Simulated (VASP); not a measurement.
# Al2Cu (I4/mcm) in VASP: notebook

Al2Cu is run at these levels: PBEsol; tasks: single point, relaxation of cell and atoms.

All numbers are computed with VASP 6.6.1; they aren't measurements. Logs are shortened: lines on timing, memory, paths and dates and some standing lists are left out, and cuts for length are marked.

## Step 1: The cell of the first run

It takes space group I4/mcm (No. 140, tetragonal). Conventional cell: a = 5.993 Å, b = 5.993 Å, c = 4.828 Å, α = 90.00°, β = 90.00°, γ = 90.00°. Al (site symmetry m2m) has 4 Cu at 2.56 Å and 11 Al at 2.70 to 3.19 Å within 3.4 Å. Within 3.2 Å of Cu (site symmetry 422) lie 2 Cu at 2.41 Å and 8 Al at 2.56 Å.

## Step 2: Single point, PBEsol

INCAR reads:

```
SYSTEM = Al2Cu
  PREC = Accurate
  ENCUT = 520
  EDIFF = 1E-6
  ISMEAR = 0
  SIGMA = 0.1
  LREAL = .False.
  LASPH = .True.
  NELM = 80
  ALGO = Fast
  ISIF = 2
  LWAVE = .False.
  LCHARG = .True.
  GGA = PS
  LELF = .True.
  LVHAR = .True.
  NBANDS = 26
```

KPOINTS reads:

```
Automatic mesh
0
Gamma
  10 10 10
  0 0 0
```

POSCAR reads:

```
Al2Cu
1.0
   -2.9965506917      2.9965506917      2.4139243090
    2.9965506917     -2.9965506917      2.4139243090
    2.9965506917      2.9965506917     -2.4139243090
Al Cu
4 2
Direct
    0.1593199576      0.6593199576      0.8186399152
    0.6593199576      0.8406800424      0.5000000000
    0.8406800424      0.3406800424      0.1813600848
    0.3406800424      0.1593199576      0.5000000000
    0.7500000000      0.7500000000      0.0000000000
    0.2500000000      0.2500000000      0.0000000000
```

Potentials or basis: VASP PAW PBE potentials, release 64 (Al, Cu).

Command:

```bash
> cat potpaw_PBE.64/Al/POTCAR potpaw_PBE.64/Cu/POTCAR > POTCAR
> mpirun -np 1 vasp_std > vasp.out
```

OUTCAR:

```text
SYSTEM = Al2Cu
   PREC = Accurate
   ENCUT = 520
   EDIFF = 1E-6
   ISMEAR = 0
   LREAL = .False.
   LASPH = .True.
   NELM = 80
   ISIF = 2
   GGA = PS

 ion  position               nearest neighbor table
   1  0.159  0.659  0.819-   5 2.56   6 2.56   5 2.56   6 2.56   3 2.70   3 2.86   3 2.86   2 3.08
                             4 3.08   4 3.08   2 3.08   2 3.19   4 3.19   4 3.19   2 3.19
   2  0.659  0.841  0.500-   6 2.56   5 2.56   5 2.56   6 2.56   4 2.70   4 2.86   4 2.86   1 3.08
                             3 3.08   1 3.08   3 3.08   1 3.19   3 3.19   3 3.19   1 3.19
   3  0.841  0.341  0.181-   5 2.56   6 2.56   5 2.56   6 2.56   1 2.70   1 2.86   1 2.86   4 3.08
                             2 3.08   2 3.08   4 3.08   4 3.19   2 3.19   4 3.19   2 3.19
   4  0.341  0.159  0.500-   5 2.56   6 2.56   6 2.56   5 2.56   2 2.70   2 2.86   2 2.86   1 3.08
                             3 3.08   1 3.08   3 3.08   1 3.19   3 3.19   1 3.19   3 3.19
   5  0.750  0.750  0.000-   6 2.41   6 2.41   1 2.56   3 2.56   1 2.56   3 2.56   2 2.56   4 2.56
                             4 2.56   2 2.56
   6  0.250  0.250  0.000-   5 2.41   5 2.41   1 2.56   3 2.56   1 2.56   3 2.56   4 2.56   4 2.56
                             2 2.56   2 2.56

  LATTYP: Found a body centered tetragonal cell.
 ALAT       =     5.9931013834
 C/A-ratio  =     0.8055676534

  Lattice vectors:

 A1 = (  -2.9965506917,   2.9965506917,   2.4139243090)
 A2 = (   2.9965506917,  -2.9965506917,   2.4139243090)
 A3 = (   2.9965506917,   2.9965506917,  -2.4139243090)

Analysis of symmetry for initial positions (statically):
=====================================================================
 Subroutine PRICEL returns:
 Original cell was already a primitive cell.

 Routine SETGRP: Setting up the symmetry group for a
 body centered tetragonal supercell.

 Subroutine GETGRP returns: Found 16 space group operations
 (whereof  8 operations were pure point group operations)
 out of a pool of 16 trial point group operations.

The static configuration has the point symmetry C_4h.
 The point group associated with its full space group is D_4h.

Analysis of symmetry for dynamics (positions and initial velocities):
=====================================================================
 Subroutine PRICEL returns:
 Original cell was already a primitive cell.

 Routine SETGRP: Setting up the symmetry group for a
 body centered tetragonal supercell.

 Subroutine GETGRP returns: Found 16 space group operations
 (whereof  8 operations were pure point group operations)
 out of a pool of 16 trial point group operations.

The dynamic configuration has the point symmetry C_4h.
[... 114 lines left out ...]
   ISIF   =      2    stress and relaxation
   ISYM   =      2    0-nonsym 1-usesym 2-fastsym
   POTIM  = 0.5000    time-step for ionic-motion
   TEBEG  =    0.0;   TEEND  =   0.0 temperature during run
   PSTRESS=    0.0 pullay stress
   NELECT =      34.0000    total number of electrons
   NUPDOWN=      -1.0000    fix difference up-down
   EMIN   =  10.00;   EMAX   =-10.00  energy-range for DOS
   EFERMI =   0.00;   METHOD = LEGACY
   ISMEAR =     0;   SIGMA  =   0.10  broadening in eV -4-tet -1-fermi 0-gaus
   EFERMI_NEDOS =   21; number of points for ismear=-14 and -15
   IALGO  =     68    algorithm
   IMIX   =      4    mixing-type and parameters
     AMIX     =   0.40;   BMIX     =  1.00
     AMIX_MAG =   1.60;   BMIX_MAG =  1.00
  volume/ion in A,a.u.               =      14.45        97.52
  Fermi-wavevector in a.u.,A,eV,Ry     =   1.198281  2.264424 19.536312  1.435878
  Thomas-Fermi vector in A             =   2.334174
   LORBIT       =      0    0 simple, 1 ext, 2 COOP (PROOUT), +10 PAW based schemes
   GGA     = PS    functional components
   LHFCALC =     F    Hartree Fock is set to
   AEXX    =    0.0000 exact exchange contribution
   IVDW    =     0    specifies the selected vdW correction
   LEPSILON=     F    determine dielectric tensor
   LRPA    =     F    only Hartree local field effects (RPA)
 non-spin polarized calculation
 RMM-DIIS sequential band-by-band and
 Gauss-broadening in eV      SIGMA  =   0.10
  energy-cutoff  :      520.00
  volume of cell :       86.70
 maximum number of plane-waves:      2358
   NGX = 19   NGY = 19   NGZ = 19

 number of electron      34.0000009 magnetization

 Free energy of the ion-electron system (eV)
  ---------------------------------------------------
  ext. energy  EPLUGINS =         0.00000000
  ---------------------------------------------------
  free energy    TOTEN  =       -26.01846917 eV

  energy without entropy =      -26.00931253  energy(sigma->0) =      -26.01389085

 E-fermi :   8.2169     XC(G=0): -11.0784

 val. band max:        8.2047563819   @ k =  -0.2000   0.4000   0.1000
 cond. band min:       8.2219350570   @ k =  -0.1000   0.3000   0.1000
 fundamental gap:      0.0171786752
 Fermi energy:         8.2168737530

 k-point     1 :       0.0000    0.0000    0.0000
  band No.  band energies     occupation
      1      -2.7407      2.00000
      2       2.7636      2.00000
      3       2.9587      2.00000
      4       2.9587      2.00000
      5       2.9787      2.00000
      6       3.9032      2.00000
[... 685 lines left out ...]
     25      15.3592      0.00000
     26      15.3899      0.00000

 [... further k-points ...]

------------------------ aborting loop because EDIFF is reached ----------------------------------------

  FORCE on cell =-STRESS in cart. coord.  units (eV):
  Direction    XX          YY          ZZ          XY          YZ          ZX
  --------------------------------------------------------------------------------------
  -------------------------------------------------------------------------------------
  Total        0.1565703      0.1565703      0.1887456      0.0000000      0.0000000      0.0000000
  in kB        2.8932965      2.8932965      3.4878714      0.0000000      0.0000000      0.0000000
  external PRESSURE =       3.0914881 kB  Pullay stress =       0.0000000 kB

 VOLUME and BASIS-vectors are now :
 -----------------------------------------------------------------------------
  energy-cutoff  :      520.00
  volume of cell :       86.70
      direct lattice vectors                 reciprocal lattice vectors
    -2.996550692  2.996550692  2.413924309     0.000000000  0.166858515  0.207131598
     2.996550692 -2.996550692  2.413924309     0.166858515  0.000000000  0.207131598
     2.996550692  2.996550692 -2.413924309     0.166858515  0.166858515  0.000000000

 POSITION                                       TOTAL-FORCE (eV/Angst)
 -----------------------------------------------------------------------------------
      3.95137      0.95482     -0.00000        -0.000552     -0.000552     -0.000000
      2.04173      0.95482      2.41392         0.000552     -0.000552     -0.000000
     -0.95482      2.04173      2.41392         0.000552      0.000552      0.000000
      0.95482      2.04173      0.00000        -0.000552      0.000552     -0.000000
      0.00000      0.00000      3.62089         0.000000      0.000000     -0.000000
      0.00000      0.00000      1.20696        -0.000000     -0.000000     -0.000000
 -----------------------------------------------------------------------------------
    total drift:                                0.000000     -0.000000      0.000000

  FREE ENERGIE OF THE ION-ELECTRON SYSTEM (eV)
  ---------------------------------------------------
  free  energy   TOTEN  =       -26.0184691688 eV

  energy  without entropy=      -26.0093125339  energy(sigma->0) =      -26.01389085
```

It took 4 min on 1 thread of Intel Xeon Platinum 8259CL at 2.50GHz (Skylake/Cascade Lake), shared host; peak memory 0.33 GiB.

Results:

```yaml
Free_energy: -26.0185 eV
Pressure: 0.3 GPa
Band_gap_on_the_k_mesh: zero (bands 17 and 18 overlap by 4.42 eV)
```

Levels at points of the mesh, in eV from the Fermi level:
```
           k point  band 13  band 14  band 15  band 16  band 17  band 18  band 19  band 20  band 21  band 22
(0.00, 0.00, 0.00)    -2.99    -1.97    -1.43    -1.25    -1.25    -0.85    -0.22     0.08     1.53     1.53
(0.50, 0.00, 0.00)    -3.13    -3.13    -2.64    -2.64     0.24     0.24     4.12     4.12     4.38     4.38
(0.50, 0.50, 0.00)    -2.89    -2.86    -1.50    -1.30    -0.89    -0.68     0.83     1.29     4.69     4.78
(0.50, 0.50, 0.50)    -3.40    -3.30    -3.30    -1.84     2.63     2.96     2.96     3.38     4.19     4.83
```

Caveat: the PAW data sets were made with another functional, which shifts forces and pressure a little.

## Step 3: Relaxation of cell and atoms, PBEsol

This run uses another cell than the first one, of 14.96 Å³/atom.

INCAR reads:

```
SYSTEM = Al2Cu
PREC = Accurate
ENCUT = 600
EDIFF = 1E-6
ISMEAR = 0
SIGMA = 0.1
LREAL = .False.
LASPH = .True.
NELM = 100
ALGO = Fast
ISIF = 3
LWAVE = .False.
LCHARG = .False.
GGA = PS
IBRION = 2
NSW = 100
EDIFFG = -0.005
```

KPOINTS reads:

```
regular mesh
0
Gamma
  10 10 10
  0 0 0
```

POSCAR reads:

```
Al2Cu
1.0
   -3.0335000000      3.0335000000      2.4385000000
    3.0335000000     -3.0335000000      2.4385000000
    3.0335000000      3.0335000000     -2.4385000000
Al Cu
4 2
Direct
    0.1581000000      0.6581000000      0.8162000000
    0.6581000000      0.8419000000      0.5000000000
    0.8419000000      0.3419000000      0.1838000000
    0.3419000000      0.1581000000      0.5000000000
    0.7500000000      0.7500000000      0.0000000000
    0.2500000000      0.2500000000      0.0000000000
```

Potentials or basis: VASP PAW PBE potentials, release 64 (Al, Cu).

Command:

```bash
> cat potpaw_PBE.64/Al/POTCAR potpaw_PBE.64/Cu/POTCAR > POTCAR
> mpirun -np 1 vasp_std > vasp.out
```

Wall time 20 min (1 thread of Intel Xeon Platinum 8259CL at 2.50GHz (Skylake/Cascade Lake), shared host); peak memory 0.41 GiB.

The run converged. Its results:

```yaml
Free_energy: -26.0195 eV
Relaxed_volume: 14.49 Å³/atom
Relaxed_cell: a = 4.881 Å, b = 4.881 Å, c = 4.881 Å, α = 104.18°, β = 104.18°, γ = 120.67°
Space_group_after_relaxing_to_0.1_Å: I4/mcm (No. 140)
Energy_gained_by_relaxing: 5.4 meV/atom
Ionic_steps: 8
Pressure_after_relaxing: 0.0 GPa
Band_gap_on_the_k_mesh: zero (bands 17 and 18 overlap by 4.41 eV)
```

The path:
| step | energy change (eV) | largest force (eV/Å) | pressure (GPa) | volume (Å³) |
| --- | --- | --- | --- | --- |
| 1 | 0.0000 | 0.0969 | -3.23 | 89.76 |
| 2 | -0.0275 | 0.0331 | 1.22 | 85.89 |
| 3 | -0.0313 | 0.0506 | -0.03 | 86.83 |
| 4 | -0.0313 | 0.0495 | 0.15 | 86.77 |
| 5 | -0.0317 | 0.0307 | 0.17 | 86.79 |
| 6 | -0.0320 | 0.0052 | 0.13 | 86.82 |
| 7 | -0.0321 | 0.0011 | -0.09 | 87.01 |
| 8 | -0.0321 | 0.0015 | 0.00 | 86.92 |

Final structure:
```
Al Cu
1.0
    -2.99910    2.99910    2.41599
     2.99910   -2.99910    2.41599
     2.99910    2.99910   -2.41599
Al Cu
4 2
Direct
  0.15936 0.65936 0.81873
  0.65936 0.84064 0.50000
  0.84064 0.34064 0.18127
  0.34064 0.15936 0.50000
  0.75000 0.75000 0.00000
  0.25000 0.25000 0.00000
```

Levels at points of the mesh, in eV from the Fermi level:
```
           k point  band 13  band 14  band 15  band 16  band 17  band 18  band 19  band 20  band 21
(0.00, 0.00, 0.00)    -2.99    -1.97    -1.43    -1.25    -1.25    -0.84    -0.23     0.08     1.52
(0.50, 0.00, 0.00)    -3.13    -3.13    -2.64    -2.64     0.24     0.24     4.12     4.12     4.37
(0.50, 0.50, 0.00)    -2.89    -2.85    -1.50    -1.30    -0.90    -0.68     0.83     1.29     4.69
(0.50, 0.50, 0.50)    -3.39    -3.29    -3.29    -1.84     2.63     2.96     2.96     3.37     4.18
```

Caveat: the PAW data sets were made with another functional, which shifts forces and pressure a little.
